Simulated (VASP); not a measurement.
# Sn in VASP: notebook

Sn is run at these levels: LDA, PBEsol, PBE; tasks: single point.

Everything below comes from runs of VASP 6.6.1. Logs are shortened: lines on timing, memory, paths and dates and some standing lists are left out, and cuts for length are marked.

### 1 The cell of the first run

Symmetry: I4/mmm, No. 139, tetragonal system. Conventional cell: a = 3.368 Å, b = 3.368 Å, c = 4.568 Å, α = 90.00°, β = 90.00°, γ = 90.00°. Sn (site symmetry 4/mmm) has 12 Sn at 3.30 to 3.37 Å within 4.3 Å.

### 2 Single point, LDA

Contents of INCAR:

```
SYSTEM = Sn
ALGO     = Normal         ! electronic algorithm
EDIFF    = 1E-6           ! SCF threshold, eV
ENCUT    = 520            ! plane-wave cutoff, eV
ISIF     = 2              ! what is computed and relaxed
ISMEAR   = -1             ! smearing method
LASPH    = .True.         ! aspherical terms in the spheres
LCHARG   = .False.        ! write CHGCAR
LREAL    = .False.        ! projectors in reciprocal space
LWAVE    = .False.        ! write WAVECAR
NBANDS   = 13             ! bands
NELM     = 60             ! most SCF steps
PREC     = Accurate       ! precision mode
SIGMA    = 0.05           ! smearing width, eV
```

Contents of KPOINTS:

```
k-points
0
Gamma
  11 11 11
  0 0 0
```

Contents of POSCAR:

```
Sn
1.0
   -1.6838366629      1.6837983414      2.2841857126
    1.6838366629     -1.6837983414      2.2841857126
    1.6838366629      1.6837983414     -2.2841857126
Sn
1
Direct
    0.0000000000      0.0000000000      0.0000000000
```

Potentials or basis: VASP PAW LDA potentials, release 64 (Sn_d).

Started as:

```sh
$ cat potpaw_LDA.64/Sn_d/POTCAR > POTCAR
$ mpirun -np 1 vasp_std > vasp.out
```

OUTCAR:

```text
SYSTEM = Sn
   EDIFF = 1E-6
   ENCUT = 520
   ISIF = 2
   ISMEAR = -1
   LASPH = .True.
   LREAL = .False.
   NELM = 60
   PREC = Accurate

 ion  position               nearest neighbor table
   1  0.000  0.000  0.000-

  LATTYP: Found a body centered orthorhombic cell.
 ALAT       =     3.3675966828
 B/A-ratio  =     1.0000227590
 C/A-ratio  =     1.3565672661

  Lattice vectors:

 A1 = (   1.6838366629,  -1.6837983414,  -2.2841857126)
 A2 = (  -1.6838366629,   1.6837983414,  -2.2841857126)
 A3 = (   1.6838366629,   1.6837983414,   2.2841857126)

Analysis of symmetry for initial positions (statically):
=====================================================================
 Subroutine PRICEL returns:
 Original cell was already a primitive cell.

 Routine SETGRP: Setting up the symmetry group for a
 body centered orthorhombic supercell.

 Subroutine GETGRP returns: Found  8 space group operations
 (whereof  8 operations were pure point group operations)
 out of a pool of  8 trial point group operations.

The static configuration has the point symmetry D_2h.

Analysis of symmetry for dynamics (positions and initial velocities):
=====================================================================
 Subroutine PRICEL returns:
 Original cell was already a primitive cell.

 Routine SETGRP: Setting up the symmetry group for a
 body centered orthorhombic supercell.

 Subroutine GETGRP returns: Found  8 space group operations
 (whereof  8 operations were pure point group operations)
 out of a pool of  8 trial point group operations.

The dynamic configuration has the point symmetry D_2h.

 Subroutine INISYM returns: Found  8 space group operations
 (whereof  8 operations are pure point group operations),
 and found     1 'primitive' translations

----------------------------------------------------------------------------------------

                                     Primitive cell

  volume of cell :      25.9049

  direct lattice vectors                    reciprocal lattice vectors
    -1.683836663  1.683798341  2.284185713     0.000000000  0.296947673  0.218896387
     1.683836663 -1.683798341  2.284185713     0.296940915  0.000000000  0.218896387
     1.683836663  1.683798341 -2.284185713     0.296940915  0.296947673  0.000000000

  length of vectors
     3.299695006  3.299695006  3.299695006     0.368908592  0.368903152  0.419942648

  position of ions in fractional coordinates (direct lattice)
     0.000000000  0.000000000  0.000000000

  ion indices of the primitive-cell ions
   primitive index   ion index
                 1           1

----------------------------------------------------------------------------------------

[... 76 lines left out ...]
   ISYM   =      2    0-nonsym 1-usesym 2-fastsym
   POTIM  = 0.5000    time-step for ionic-motion
   TEBEG  =    0.0;   TEEND  =   0.0 temperature during run
   PSTRESS=    0.0 pullay stress
   NELECT =      14.0000    total number of electrons
   NUPDOWN=      -1.0000    fix difference up-down
   EMIN   =  10.00;   EMAX   =-10.00  energy-range for DOS
   EFERMI =   0.00;   METHOD = LEGACY
   ISMEAR =    -1;   SIGMA  =   0.05  broadening in eV -4-tet -1-fermi 0-gaus
   EFERMI_NEDOS =   21; number of points for ismear=-14 and -15
   IALGO  =     38    algorithm
   IMIX   =      4    mixing-type and parameters
     AMIX     =   0.40;   BMIX     =  1.00
     AMIX_MAG =   1.60;   BMIX_MAG =  1.00
  volume/ion in A,a.u.               =      25.90       174.81
  Fermi-wavevector in a.u.,A,eV,Ry     =   1.333492  2.519934 24.193886  1.778200
  Thomas-Fermi vector in A             =   2.462346
   LORBIT       =      0    0 simple, 1 ext, 2 COOP (PROOUT), +10 PAW based schemes
   GGA     = CA    functional components
   LHFCALC =     F    Hartree Fock is set to
   AEXX    =    0.0000 exact exchange contribution
   IVDW    =     0    specifies the selected vdW correction
   LEPSILON=     F    determine dielectric tensor
   LRPA    =     F    only Hartree local field effects (RPA)
 non-spin polarized calculation
  energy-cutoff  :      520.00
  volume of cell :       25.90
 maximum number of plane-waves:       716
 NGX is ok and might be reduce to    28
   NGX = 13   NGY = 13   NGZ = 13

 number of electron      13.9999999 magnetization

 Free energy of the ion-electron system (eV)
  ---------------------------------------------------
  ext. energy  EPLUGINS =         0.00000000
  ---------------------------------------------------
  free energy    TOTEN  =        -4.44883739 eV

  energy without entropy =       -4.44456925  energy(sigma->0) =       -4.44670332

 E-fermi :   8.4398     XC(G=0): -10.8280

 val. band max:        8.3597085872   @ k =   0.2727   0.4545   0.0000
 cond. band min:       8.4462057119   @ k =  -0.1818   0.3636  -0.0000
 fundamental gap:      0.0864971248
 Fermi energy:         8.4398302838

 k-point     1 :       0.0000    0.0000    0.0000
  band No.  band energies     occupation
      1     -13.0236      2.00000
      2     -13.0236      2.00000
      3     -12.9940      2.00000
      4     -12.9395      2.00000
      5     -12.9041      2.00000
      6      -3.0471      2.00000
      7      16.4009      0.00000
      8      16.4852      0.00000
      9      16.4857      0.00000
     10      19.2547      0.00000
     11      20.6413      0.00000
     12      20.6419      0.00000
     13      20.8161      0.00000
[... 354 lines left out ...]
  band No.  band energies     occupation
      1     -13.0414      2.00000
      2     -12.9842      2.00000
      3     -12.9440      2.00000
      4     -12.8866      2.00000
      5     -12.8305      2.00000
      6       0.7917      2.00000
      7       6.0344      2.00000
      8      11.1748      0.00000
      9      12.7917      0.00000
     10      16.1116      0.00000
     11      21.5250      0.00000
     12      22.4924      0.00000
     13      23.9801      0.00000

 [... further k-points ...]
[... 5 lines left out ...]
  --------------------------------------------------------------------------------------
  -------------------------------------------------------------------------------------
  Total       -0.0028520     -0.0025796      0.0009486     -0.0000000      0.0000000      0.0000000
  in kB       -0.1763949     -0.1595464      0.0586694     -0.0000000      0.0000000      0.0000000
  external PRESSURE =      -0.0924240 kB  Pullay stress =       0.0000000 kB

 VOLUME and BASIS-vectors are now :
 -----------------------------------------------------------------------------
  energy-cutoff  :      520.00
  volume of cell :       25.90
      direct lattice vectors                 reciprocal lattice vectors
    -1.683836663  1.683798341  2.284185713     0.000000000  0.296947673  0.218896387
     1.683836663 -1.683798341  2.284185713     0.296940915  0.000000000  0.218896387
     1.683836663  1.683798341 -2.284185713     0.296940915  0.296947673  0.000000000

 POSITION                                       TOTAL-FORCE (eV/Angst)
 -----------------------------------------------------------------------------------
      0.00000      0.00000      0.00000         0.000000      0.000000      0.000000
 -----------------------------------------------------------------------------------
    total drift:                               -0.000000     -0.000000     -0.000000

  FREE ENERGIE OF THE ION-ELECTRON SYSTEM (eV)
  ---------------------------------------------------
  free  energy   TOTEN  =        -4.4488373947 eV

  energy  without entropy=       -4.4445692460  energy(sigma->0) =       -4.44670332
```

stdout:

```text
POSCAR found type information on POSCAR Sn
 POSCAR found :  1 types and       1 ions
 scaLAPACK will be used
 LDA part: xc-table for (Slater(with rela. corr.)+CA(PZ))
 , standard interpolation
 POSCAR, INCAR and KPOINTS ok, starting setup
 FFT: planning ... GRIDC
 FFT: planning ... GRID_SOFT
 FFT: planning ... GRID
 WAVECAR not read
 entering main loop
```

Wall time 30 s (1 thread of Intel Xeon 6975P-C (Granite Rapids), shared host); peak memory 0.19 GiB.

What came out:

```
Free energy            : -4.4488 eV
Pressure               : 0.0 GPa
Band gap on the k mesh : zero (band 7 reaches 16.40 eV, above the bottom of band 8 at 6.47 eV)
```

Levels at points of the mesh, in eV from the Fermi level:
```csv
k point,band 4,band 5,band 6,band 7,band 8,band 9,band 10,band 11
"(0.00, 0.00, 0.00)",-21.38,-21.34,-11.49,7.96,8.05,8.05,10.81,12.20
```

Caveat: spin-orbit coupling is left out, which moves the levels of the heavy elements.

### 3 Single point, PBEsol

This run uses another cell than the first one, of 26.57 Å³/atom, 1.026 times its volume.

Contents of INCAR:

```
  PREC = Accurate
  ENCUT = 520
  EDIFF = 1E-7
  ISMEAR = -1
  SIGMA = 0.05
  LREAL = F
  LASPH = T
  NELM = 60
  ALGO = Normal
  ISIF = 2
  LWAVE = F
  LCHARG = T
  GGA = PS
  LELF = T
  LVHAR = T
  NBANDS = 13
```

Contents of KPOINTS:

```
regular mesh
0
Gamma
  11 11 11
```

Contents of POSCAR:

```
Sn
1.0
   -1.6976671841      1.6975865339      2.3046137727
    1.6976671841     -1.6975865339      2.3046137727
    1.6976671841      1.6975865339     -2.3046137727
Sn
1
Direct
    0.0000000000      0.0000000000      0.0000000000
```

Potentials or basis: VASP PAW PBE potentials, release 64 (Sn_d).

Started as:

```sh
$ cat potpaw_PBE.64/Sn_d/POTCAR > POTCAR
$ mpirun -np 1 vasp_std > vasp.out
```

OUTCAR:

```text
PREC = Accurate
   ENCUT = 520
   EDIFF = 1E-7
   ISMEAR = -1
   LREAL = F
   LASPH = T
   NELM = 60
   ISIF = 2
   GGA = PS

 ion  position               nearest neighbor table
   1  0.000  0.000  0.000-

  LATTYP: Found a body centered orthorhombic cell.
 ALAT       =     3.3951730678
 B/A-ratio  =     1.0000475087
 C/A-ratio  =     1.3575825012

  Lattice vectors:

 A1 = (   1.6976671841,  -1.6975865339,  -2.3046137727)
 A2 = (  -1.6976671841,   1.6975865339,  -2.3046137727)
[... 555 lines left out ...]
      5     -13.0271      2.00000
      6       0.7011      2.00000
      7       5.8667      2.00000
      8      10.9246      0.00000
      9      12.5352      0.00000
     10      15.7434      0.00000
     11      21.0899      0.00000
     12      22.0640      0.00000
     13      23.4905      0.00000

 [... further k-points ...]
[... 5 lines left out ...]
  --------------------------------------------------------------------------------------
  -------------------------------------------------------------------------------------
  Total       -0.0137933     -0.0132175     -0.0094546     -0.0000000      0.0000000      0.0000000
  in kB       -0.8318326     -0.7971061     -0.5701780     -0.0000000      0.0000000      0.0000000
  external PRESSURE =      -0.7330389 kB  Pullay stress =       0.0000000 kB

 VOLUME and BASIS-vectors are now :
 -----------------------------------------------------------------------------
  energy-cutoff  :      520.00
  volume of cell :       26.57
      direct lattice vectors                 reciprocal lattice vectors
    -1.697667184  1.697586534  2.304613773     0.000000000  0.294535795  0.216956093
     1.697667184 -1.697586534  2.304613773     0.294521803  0.000000000  0.216956093
     1.697667184  1.697586534 -2.304613773     0.294521803  0.294535795  0.000000000

 POSITION                                       TOTAL-FORCE (eV/Angst)
 -----------------------------------------------------------------------------------
      0.00000      0.00000      0.00000         0.000000      0.000000      0.000000
 -----------------------------------------------------------------------------------
    total drift:                               -0.000000     -0.000000     -0.000000

  FREE ENERGIE OF THE ION-ELECTRON SYSTEM (eV)
  ---------------------------------------------------
  free  energy   TOTEN  =        -4.2410546696 eV

  energy  without entropy=       -4.2368384161  energy(sigma->0) =       -4.23894654
```

OSZICAR:

```text
N       E                     dE             d eps       ncg     rms          rms(c)
DAV:   1     0.797716399574E+02    0.79772E+02   -0.72212E+03  5846   0.161E+03
DAV:   2     0.138299512889E+01   -0.78389E+02   -0.75702E+02  5956   0.339E+02
DAV:   3    -0.414620984486E+01   -0.55292E+01   -0.55030E+01  6586   0.728E+01
DAV:   4    -0.425771724923E+01   -0.11151E+00   -0.11148E+00  6859   0.110E+01
DAV:   5    -0.426147713784E+01   -0.37599E-02   -0.37597E-02  7332   0.200E+00    0.139E+00
DAV:   6    -0.424610697090E+01    0.15370E-01   -0.15780E-02  7220   0.225E+00    0.742E-01
DAV:   7    -0.424134782360E+01    0.47591E-02   -0.87291E-03  7341   0.158E+00    0.116E-01
DAV:   8    -0.424105456762E+01    0.29326E-03   -0.69516E-04  6941   0.460E-01    0.194E-02
DAV:   9    -0.424105439727E+01    0.17035E-06   -0.12870E-05  7685   0.448E-02    0.117E-02
DAV:  10    -0.424105462609E+01   -0.22882E-06   -0.10264E-06  7098   0.977E-03    0.812E-04
DAV:  11    -0.424105466964E+01   -0.43550E-07   -0.25859E-08  5103   0.241E-03
   1 F= -.42410547E+01 E0= -.42389465E+01  d E =-.421625E-02
```

It took 34 s on 1 thread of Intel Xeon 6975P-C (Granite Rapids), shared host; peak memory 0.2 GiB.

What came out:

| Quantity | Value |
| --- | --- |
| Free energy | -4.2411 eV |
| Pressure | -0.1 GPa |
| Band gap on the k mesh | zero (band 7 reaches 16.08 eV, above the bottom of band 8 at 6.30 eV) |

Caveat: the PAW data sets were made with another functional, which shifts forces and pressure a little; spin-orbit coupling is left out, which moves the levels of the heavy elements.

### 4 Single point, PBE

This run uses another cell than the first one, of 28.05 Å³/atom, 1.083 times its volume.

Contents of INCAR:

```
SYSTEM = Sn
  PREC = Accurate
  ENCUT = 520
  EDIFF = 1E-7
  ISMEAR = -1
  SIGMA = 0.05
  LREAL = .False.
  LASPH = .True.
  NELM = 80
  ALGO = Normal
  ISIF = 2
  LWAVE = .False.
  LCHARG = .False.
  GGA = PE
  NBANDS = 13
```

Contents of KPOINTS:

```
regular mesh
0
Gamma
  11 11 11
  0 0 0
```

Contents of POSCAR:

```
Sn
1.0
   -1.7270789193      1.7269948998      2.3508002189
    1.7270789193     -1.7269948998      2.3508002189
    1.7270789193      1.7269948998     -2.3508002189
Sn
1
Direct
    0.0000000000      0.0000000000      0.0000000000
```

Started as:

```sh
$ cat potpaw_PBE.64/Sn_d/POTCAR > POTCAR
$ mpirun -np 1 vasp_std > vasp.out
```

Wall time 40 s (1 thread of Intel Xeon 6975P-C (Granite Rapids), shared host); peak memory 0.2 GiB.

The run converged. Its results:

```
Free energy            : -3.7930 eV
Pressure               : -0.1 GPa
Band gap on the k mesh : zero (band 7 reaches 15.17 eV, above the bottom of band 8 at 5.96 eV)
```

Levels at points of the mesh, in eV from the Fermi level:
| k point | band 5 | band 6 | band 7 | band 8 | band 9 | band 10 |
| --- | --- | --- | --- | --- | --- | --- |
| (0.00, 0.00, 0.00) | -21.46 | -10.91 | 7.41 | 7.48 | 7.48 | 10.59 |

Caveat: spin-orbit coupling is left out, which moves the levels of the heavy elements.

### 5 Single point, PBE

This run uses another cell than the first one, of 28.05 Å³/atom, 1.083 times its volume.

Contents of INCAR:

```
PREC     = Accurate       # precision mode
ENCUT    = 520            # plane-wave cutoff, eV
EDIFF    = 1E-6           # SCF threshold, eV
ISMEAR   = -1             # smearing method
SIGMA    = 0.05           # smearing width, eV
LREAL    = F              # projectors in reciprocal space
LASPH    = T              # aspherical terms in the spheres
NELM     = 100            # most SCF steps
ALGO     = Normal         # electronic algorithm
ISIF     = 2              # what is computed and relaxed
LWAVE    = F              # write WAVECAR
LCHARG   = F              # write CHGCAR
GGA      = PE             # functional
NBANDS   = 13             # bands
```

Contents of KPOINTS:

```
Automatic mesh
0
Gamma
  11 11 11
```

Contents of POSCAR:

```
Sn
1.0
   -1.7271222058      1.7270613852      2.3508211267
    1.7271222058     -1.7270613852      2.3508211267
    1.7271222058      1.7270613852     -2.3508211267
Sn
1
Direct
    0.0000000000      0.0000000000      0.0000000000
```

Started as:

```sh
$ cat potpaw_PBE.64/Sn_d/POTCAR > POTCAR
$ mpirun -np 1 vasp_std > vasp.out
```

Wall time 29 s (1 thread of Intel Xeon 6975P-C (Granite Rapids), shared host); peak memory 0.21 GiB.

It converged, with:

| Item | Value |
| --- | --- |
| Free energy | -3.7930 eV |
| Pressure | 0.0 GPa |
| Band gap on the k mesh | zero (band 7 reaches 15.17 eV, above the bottom of band 8 at 5.96 eV) |

Levels at points of the mesh, in eV from the Fermi level:
| k point | band 3 | band 4 | band 5 | band 6 | band 7 | band 8 | band 9 | band 10 | band 11 | band 12 |
| --- | --- | --- | --- | --- | --- | --- | --- | --- | --- | --- |
| (0.00, 0.00, 0.00) | -21.53 | -21.49 | -21.46 | -10.90 | 7.41 | 7.48 | 7.48 | 10.59 | 11.60 | 11.61 |

Caveat: spin-orbit coupling is left out, which moves the levels of the heavy elements.

(Continued in part 2 of 2.)
